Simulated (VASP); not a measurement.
# Ge (P6_3/mmc) in VASP: notebook

Ge is run at these levels: PBE; tasks: single point, relaxation of cell and atoms.

All numbers are computed with VASP 6.6.1; they aren't measurements. Logs are shortened: lines on timing, memory, paths and dates and some standing lists are left out, and cuts for length are marked.

## (1) The cell of the first run

The structure is hexagonal, space group P6_3/mmc (No. 194). Conventional cell: a = 3.100 Å, b = 3.100 Å, c = 10.134 Å, α = 90.00°, β = 90.00°, γ = 120.00°. Ge (site symmetry -3m) has 12 Ge at 3.10 Å within 4.1 Å. Ge (site symmetry -6m2) has 12 Ge at 3.10 Å within 4.1 Å.

This isn't the form of Ge at room conditions, which is diamond.

## (2) Single point, PBE (21.09 Å³/atom)

Contents of INCAR:

```
SYSTEM = Ge
PREC = Accurate ; ENCUT = 520
EDIFF = 1E-7 ; ISMEAR = -1
SIGMA = 0.1 ; LREAL = .FALSE.
LASPH = .TRUE. ; NELM = 100
ALGO = Normal ; ISIF = 2
LWAVE = .FALSE. ; LCHARG = .FALSE.
GGA = PE ; NBANDS = 36
```

Contents of KPOINTS:

```
Automatic mesh
0
G
  16 16 5
  0 0 0
```

Contents of POSCAR:

```
Ge
1.0
    3.1004027384      0.0000000000      0.0000000000
   -1.5502013692      2.6850275334      0.0000000000
    0.0000000000      0.0000000000     10.1341529837
Ge
4
Direct
    0.0000000000      0.0000000000      0.0000000000
    0.0000000000      0.0000000000      0.5000000000
    0.3333333333      0.6666666667      0.2500000000
    0.6666666667      0.3333333333      0.7500000000
```

Potentials or basis: VASP PAW PBE potentials, release 64 (Ge_d).

Started as:

```bash
$ cat potpaw_PBE.64/Ge_d/POTCAR > POTCAR
$ mpirun -np 1 vasp_std > vasp.out
```

OUTCAR:

```text
SYSTEM = Ge
   PREC = Accurate
   ENCUT = 520
   EDIFF = 1E-7
   ISMEAR = -1
   LREAL = .FALSE.
   LASPH = .TRUE.
   NELM = 100
   ISIF = 2
   GGA = PE

 ion  position               nearest neighbor table
   1  0.000  0.000  0.000-
   2  0.000  0.000  0.500-
   3  0.333  0.667  0.250-
   4  0.667  0.333  0.750-

  LATTYP: Found a hexagonal cell.
 ALAT       =     3.1004027384
 C/A-ratio  =     3.2686569581

  Lattice vectors:

 A1 = (   3.1004027384,   0.0000000000,   0.0000000000)
 A2 = (  -1.5502013692,   2.6850275334,   0.0000000000)
 A3 = (   0.0000000000,   0.0000000000,  10.1341529837)

Analysis of symmetry for initial positions (statically):
=====================================================================
 Subroutine PRICEL returns:
 Original cell was already a primitive cell.

 Routine SETGRP: Setting up the symmetry group for a
 hexagonal supercell.

 Subroutine GETGRP returns: Found 24 space group operations
 (whereof 12 operations were pure point group operations)
 out of a pool of 24 trial point group operations.

The static configuration has the point symmetry D_3d.
 The point group associated with its full space group is D_6h.

Analysis of symmetry for dynamics (positions and initial velocities):
=====================================================================
 Subroutine PRICEL returns:
 Original cell was already a primitive cell.

 Routine SETGRP: Setting up the symmetry group for a
 hexagonal supercell.

 Subroutine GETGRP returns: Found 24 space group operations
 (whereof 12 operations were pure point group operations)
 out of a pool of 24 trial point group operations.

The dynamic configuration has the point symmetry D_3d.
 The point group associated with its full space group is D_6h.

 Subroutine INISYM returns: Found 24 space group operations
 (whereof 12 operations are pure point group operations),
 and found     1 'primitive' translations

----------------------------------------------------------------------------------------

                                     Primitive cell

  volume of cell :      84.3634
[... 85 lines left out ...]
   ISTART =      0    job   : 0-new  1-cont  2-samecut
   ICHARG =      2    charge: 1-file 2-atom 10-const
   ISPIN  =      1    spin polarized calculation?
   LNONCOLLINEAR =      F non collinear calculations
   LSORBIT =      F    spin-orbit coupling
   LASPH  =      T    aspherical Exc in radial PAW
   ENCUT  =  520.0 eV  38.22 Ry    6.18 a.u.   5.76  5.76 18.84*2*pi/ulx,y,z
   NELM   =    100;   NELMIN=  2; NELMDL= -5     # of ELM steps
   EDIFF  = 0.1E-06   stopping-criterion for ELM
   LREAL  =      F    real-space projection
   EDIFFG = 0.1E-05   stopping-criterion for IOM
   NSW    =      0    number of steps for IOM
   IBRION =     -1    ionic relax: 0-MD 1-quasi-New 2-CG
   NFREE  =      0    steps in history (QN), initial steepest desc. (CG)
   ISIF   =      2    stress and relaxation
   ISYM   =      2    0-nonsym 1-usesym 2-fastsym
   POTIM  = 0.5000    time-step for ionic-motion
   TEBEG  =    0.0;   TEEND  =   0.0 temperature during run
   PSTRESS=    0.0 pullay stress
   NELECT =      56.0000    total number of electrons
   NUPDOWN=      -1.0000    fix difference up-down
   EMIN   =  10.00;   EMAX   =-10.00  energy-range for DOS
   EFERMI =   0.00;   METHOD = LEGACY
   ISMEAR =    -1;   SIGMA  =   0.10  broadening in eV -4-tet -1-fermi 0-gaus
   EFERMI_NEDOS =   21; number of points for ismear=-14 and -15
   IALGO  =     38    algorithm
   IMIX   =      4    mixing-type and parameters
     AMIX     =   0.40;   BMIX     =  1.00
     AMIX_MAG =   1.60;   BMIX_MAG =  1.00
  volume/ion in A,a.u.               =      21.09       142.33
  Fermi-wavevector in a.u.,A,eV,Ry     =   1.428081  2.698681 27.747917  2.039414
  Thomas-Fermi vector in A             =   2.548181
   LORBIT       =      0    0 simple, 1 ext, 2 COOP (PROOUT), +10 PAW based schemes
   GGA     = PE    functional components
   LHFCALC =     F    Hartree Fock is set to
   AEXX    =    0.0000 exact exchange contribution
   IVDW    =     0    specifies the selected vdW correction
   LEPSILON=     F    determine dielectric tensor
   LRPA    =     F    only Hartree local field effects (RPA)
 non-spin polarized calculation
  energy-cutoff  :      520.00
  volume of cell :       84.36
 maximum number of plane-waves:      2288
 NGX is ok and might be reduce to    24
   NGX = 11   NGY = 11   NGZ = 37

 number of electron      55.9999915 magnetization

 Free energy of the ion-electron system (eV)
  ---------------------------------------------------
  ext. energy  EPLUGINS =         0.00000000
  ---------------------------------------------------
  free energy    TOTEN  =       -16.67410408 eV

  energy without entropy =      -16.60164005  energy(sigma->0) =      -16.63787207

 E-fermi :   5.6675     XC(G=0): -10.7516

 val. band max:        5.6673925547   @ k =   0.4375   0.0625   0.2000
 cond. band min:       5.6755323846   @ k =   0.3125   0.1250   0.0000
 fundamental gap:      0.0081398299
 Fermi energy:         5.6675300056

 k-point     1 :       0.0000    0.0000    0.0000
  band No.  band energies     occupation
      1     -19.0662      2.00000
      2     -19.0656      2.00000
      3     -19.0633      2.00000
      4     -19.0633      2.00000
      5     -19.0588      2.00000
      6     -19.0588      2.00000
[... 925 lines left out ...]
     35       9.6793      0.00000
     36      10.1466      0.00000

 [... further k-points ...]

------------------------ aborting loop because EDIFF is reached ----------------------------------------

  FORCE on cell =-STRESS in cart. coord.  units (eV):
  Direction    XX          YY          ZZ          XY          YZ          ZX
  --------------------------------------------------------------------------------------
  -------------------------------------------------------------------------------------
  Total       -2.2637211     -2.2637211     -1.8269964      0.0000000      0.0000000      0.0000000
  in kB      -42.9911619    -42.9911619    -34.6971630      0.0000000      0.0000000      0.0000000
  external PRESSURE =     -40.2264956 kB  Pullay stress =       0.0000000 kB

 VOLUME and BASIS-vectors are now :
 -----------------------------------------------------------------------------
  energy-cutoff  :      520.00
  volume of cell :       84.36
      direct lattice vectors                 reciprocal lattice vectors
     3.100402738  0.000000000  0.000000000     0.322538742  0.186217830  0.000000000
    -1.550201369  2.685027533  0.000000000     0.000000000  0.372435659  0.000000000
     0.000000000  0.000000000 10.134152984     0.000000000  0.000000000  0.098676229

 POSITION                                       TOTAL-FORCE (eV/Angst)
 -----------------------------------------------------------------------------------
      0.00000      0.00000      0.00000         0.000000      0.000000     -0.000000
      0.00000      0.00000      5.06708        -0.000000      0.000000     -0.000000
     -0.00000      1.79002      2.53354         0.000000     -0.000000     -0.000000
      1.55020      0.89501      7.60061        -0.000000      0.000000      0.000000
 -----------------------------------------------------------------------------------
    total drift:                               -0.000000      0.000000     -0.000000

  FREE ENERGIE OF THE ION-ELECTRON SYSTEM (eV)
  ---------------------------------------------------
  free  energy   TOTEN  =       -16.6741040808 eV

  energy  without entropy=      -16.6016400531  energy(sigma->0) =      -16.63787207
```

OSZICAR:

```text
N       E                     dE             d eps       ncg     rms          rms(c)
DAV:   1     0.471585684141E+03    0.47159E+03   -0.27776E+04  7612   0.433E+03
DAV:   2     0.633176528704E+02   -0.40827E+03   -0.39795E+03  6480   0.794E+02
DAV:   3    -0.124294879527E+02   -0.75747E+02   -0.74492E+02  7208   0.198E+02
DAV:   4    -0.166225716548E+02   -0.41931E+01   -0.41446E+01  7496   0.516E+01
DAV:   5    -0.167152624040E+02   -0.92691E-01   -0.92596E-01  6852   0.874E+00    0.184E+00
DAV:   6    -0.166861348067E+02    0.29128E-01   -0.55392E-02  8168   0.266E+00    0.985E-01
DAV:   7    -0.166743337182E+02    0.11801E-01   -0.29833E-02  7756   0.313E+00    0.123E-01
DAV:   8    -0.166740479124E+02    0.28581E-03   -0.41446E-03  7632   0.280E+00    0.587E-02
DAV:   9    -0.166741175003E+02   -0.69588E-04   -0.20065E-03  7760   0.563E-01    0.263E-02
DAV:  10    -0.166741140813E+02    0.34190E-05   -0.60421E-05  9016   0.162E-01    0.225E-02
DAV:  11    -0.166741086929E+02    0.53884E-05   -0.15086E-05  9308   0.233E-01    0.107E-02
DAV:  12    -0.166741022502E+02    0.64428E-05   -0.22755E-05  7980   0.358E-01    0.179E-03
DAV:  13    -0.166741041650E+02   -0.19148E-05   -0.17962E-05  7352   0.425E-02    0.197E-03
DAV:  14    -0.166741040808E+02    0.84230E-07   -0.54965E-07  5528   0.258E-02
   1 F= -.16674104E+02 E0= -.16637872E+02  d E =-.724640E-01
```

stdout:

```text
POSCAR found type information on POSCAR Ge
 POSCAR found :  1 types and       4 ions
 scaLAPACK will be used
 LDA part: xc-table for (Slater+PW92), standard interpolation
 POSCAR, INCAR and KPOINTS ok, starting setup
 FFT: planning ... GRIDC
 FFT: planning ... GRID_SOFT
 FFT: planning ... GRID
 WAVECAR not read
 entering main loop
```

Run time: 4.9 min. Hardware: 1 thread of Oxide Virtual Turin-like, shared host; peak memory 0.29 GiB.

What came out:

```
Free energy            : -16.6741 eV
Pressure               : -4.0 GPa
Band gap on the k mesh : zero (bands 28 and 29 overlap by 8.34 eV)
```

Levels at points of the mesh, in eV from the Fermi level:
```tsv
k point	band 24	band 25	band 26	band 27	band 28	band 29	band 30	band 31	band 32	band 33
(0.00, 0.00, 0.00)	-7.72	-4.91	1.01	1.02	6.10	6.10	6.80	6.80	6.94	6.94
(0.50, 0.00, 0.00)	-6.14	-4.68	-4.34	-2.30	-1.80	-0.25	0.60	2.44	3.79	3.80
```

Caveat: the cell stands under tension.

## (3) Single point, PBE (21.87 Å³/atom)

This run uses another cell than the first one, of 21.87 Å³/atom.

Contents of INCAR:

```
PREC     = Accurate       # precision mode
ENCUT    = 520            # plane-wave cutoff, eV
EDIFF    = 1E-6           # SCF threshold, eV
ISMEAR   = -1             # smearing method
SIGMA    = 0.1            # smearing width, eV
LREAL    = False          # projectors in reciprocal space
LASPH    = True           # aspherical terms in the spheres
NELM     = 60             # most SCF steps
ALGO     = Normal         # electronic algorithm
ISIF     = 2              # what is computed and relaxed
LWAVE    = False          # write WAVECAR
LCHARG   = False          # write CHGCAR
GGA      = PE             # functional
NBANDS   = 36             # bands
```

Contents of KPOINTS:

```
regular mesh
0
Gamma
  16 16 5
```

Contents of POSCAR:

```
Ge
1.0
    3.1382162546      0.0000000000      0.0000000000
   -1.5691081273      2.7177749991      0.0000000000
    0.0000000000      0.0000000000     10.2577523965
Ge
4
Direct
    0.0000000000      0.0000000000      0.0000000000
    0.0000000000      0.0000000000      0.5000000000
    0.3333333333      0.6666666667      0.2500000000
    0.6666666667      0.3333333333      0.7500000000
```

Potentials or basis: VASP PAW PBE potentials, release 64 (Ge_d).

Started as:

```bash
$ cat potpaw_PBE.64/Ge_d/POTCAR > POTCAR
$ mpirun -np 1 vasp_std > vasp.out
```

Wall time 6.6 min (1 thread of Oxide Virtual Turin-like, shared host); peak memory 0.29 GiB.

It converged, with:

* Free energy: -16.5802 eV
* Pressure: -5.5 GPa
* Band gap on the k mesh: zero (bands 28 and 29 overlap by 8.00 eV)

Stress tensor (GPa, compression positive):
```
-5.74  0.00  0.00
 0.00 -5.74  0.00
 0.00  0.00 -4.95
```

Levels at points of the mesh, in eV from the Fermi level:
| k point | band 25 | band 26 | band 27 | band 28 | band 29 | band 30 | band 31 | band 32 |
| --- | --- | --- | --- | --- | --- | --- | --- | --- |
| (0.00, 0.00, 0.00) | -4.70 | 0.96 | 0.97 | 5.87 | 5.87 | 6.55 | 6.55 | 6.68 |
| (0.50, 0.00, 0.00) | -4.49 | -4.16 | -2.28 | -1.77 | -0.20 | 0.62 | 2.38 | 3.67 |

Caveat: the cell stands under tension.

## (4) Relaxation of cell and atoms, PBE

This run uses another cell than the first one, of 19.24 Å³/atom.

Contents of INCAR:

```
SYSTEM = Ge
PREC     = Accurate       ! precision mode
ENCUT    = 600            ! plane-wave cutoff, eV
EDIFF    = 1E-7           ! SCF threshold, eV
ISMEAR   = -1             ! smearing method
SIGMA    = 0.1            ! smearing width, eV
LREAL    = .FALSE.        ! projectors in reciprocal space
LASPH    = .TRUE.         ! aspherical terms in the spheres
NELM     = 100            ! most SCF steps
ALGO     = Normal         ! electronic algorithm
ISIF     = 3              ! what is computed and relaxed
LWAVE    = .FALSE.        ! write WAVECAR
LCHARG   = .FALSE.        ! write CHGCAR
GGA      = PE             ! functional
IBRION   = 2              ! ionic algorithm
NSW      = 80             ! ionic steps
EDIFFG   = -0.01          ! ionic threshold
```

Contents of KPOINTS:

```
regular mesh
0
G
  12 12 4
  0 0 0
```

Contents of POSCAR:

```
Ge
1.0
    3.0076538696      0.0000000000      0.0000000000
   -1.5038269348      2.6047046568      0.0000000000
    0.0000000000      0.0000000000      9.8229975381
Ge
4
Direct
    0.0000000000      0.0000000000      0.0000000000
    0.0000000000      0.0000000000      0.5000000000
    0.3333333333      0.6666666667      0.2500000000
    0.6666666667      0.3333333333      0.7500000000
```

Started as:

```bash
$ cat potpaw_PBE.64/Ge_d/POTCAR > POTCAR
$ mpirun -np 1 vasp_std > vasp.out
```

Run time: 9.3 min. Hardware: 1 thread of Oxide Virtual Turin-like, shared host; peak memory 0.26 GiB.

The run converged. Its results:

| Item | Value |
| --- | --- |
| Free energy | -16.7511 eV |
| Relaxed volume | 19.54 Å³/atom |
| Relaxed cell | a = 3.023 Å, b = 3.023 Å, c = 9.875 Å, α = 90.00°, β = 90.00°, γ = 120.00° |
| Space group after relaxing (to 0.1 Å) | P6_3/mmc (No. 194) |
| Energy gained by relaxing | 0.9 meV/atom |
| Ionic steps | 3 |
| Pressure after relaxing | 0.0 GPa |
| Band gap on the k mesh | zero (bands 28 and 29 overlap by 9.56 eV) |

Stress tensor (GPa, compression positive):
```
-0.05  0.00  0.00
 0.00 -0.05  0.00
 0.00  0.00  0.03
```

The path:
```csv
step,energy change (eV),largest force (eV/Å),pressure (GPa),volume (Å³)
1,0.0000,0.0000,1.03,76.95
2,-0.0036,0.0000,-0.11,78.34
3,-0.0037,0.0000,-0.02,78.17
```

Final structure:
```
Ge
1.0
     3.02339    0.00000    0.00000
    -1.51169    2.61833    0.00000
     0.00000    0.00000    9.87469
Ge
4
Direct
  0.00000 0.00000 0.00000
  0.00000 0.00000 0.50000
  0.33333 0.66667 0.25000
  0.66667 0.33333 0.75000
```

Levels at points of the mesh, in eV from the Fermi level:
| k point | band 25 | band 26 | band 27 | band 28 | band 29 | band 30 | band 31 | band 32 |
| --- | --- | --- | --- | --- | --- | --- | --- | --- |
| (0.00, 0.00, 0.00) | -5.32 | 1.16 | 1.17 | 6.61 | 6.61 | 7.37 | 7.37 | 7.54 |
| (0.50, 0.00, 0.00) | -5.06 | -4.72 | -2.29 | -1.83 | -0.34 | 0.57 | 2.60 | 4.06 |
| (0.00, 0.00, 0.50) | -2.86 | -2.86 | 5.68 | 5.68 | 6.84 | 6.84 | 6.84 | 6.84 |
| (0.50, 0.00, 0.50) | -4.01 | -4.01 | -3.38 | -3.38 | 1.70 | 1.70 | 2.97 | 2.97 |

## (5) Summary

| task | cell | k mesh | cutoff (eV) | gap on the mesh (eV) | pressure (GPa) |
| --- | --- | --- | --- | --- | --- |
| single point | a = 3.100, b = 3.100, c = 10.134 Å, angles 90.0, 90.0, 120.0°, 4 atoms | 16 × 16 × 5 | 520 | none | -4.0 |
| single point | a = 3.138, b = 3.138, c = 10.258 Å, angles 90.0, 90.0, 120.0°, 4 atoms | 16 × 16 × 5 | 520 | none | -5.5 |
| relaxation of cell and atoms | relaxed from a = 3.008, b = 3.008, c = 9.823 Å, angles 90.0, 90.0, 120.0°, 4 atoms | 12 × 12 × 4 | 600 | none | 0.0 |

Alike in all rows: level PBE; potentials or basis VASP PAW PBE potentials, release 64 (Ge_d); no spin polarisation; smearing fermi-dirac 0.1 eV.

Caveats: the cell stands under tension (at least some runs).

Absolute energies hang on the potentials; compare differences alone.

The gap in the log of VASP goes by the Fermi energy; the results here count the filled bands.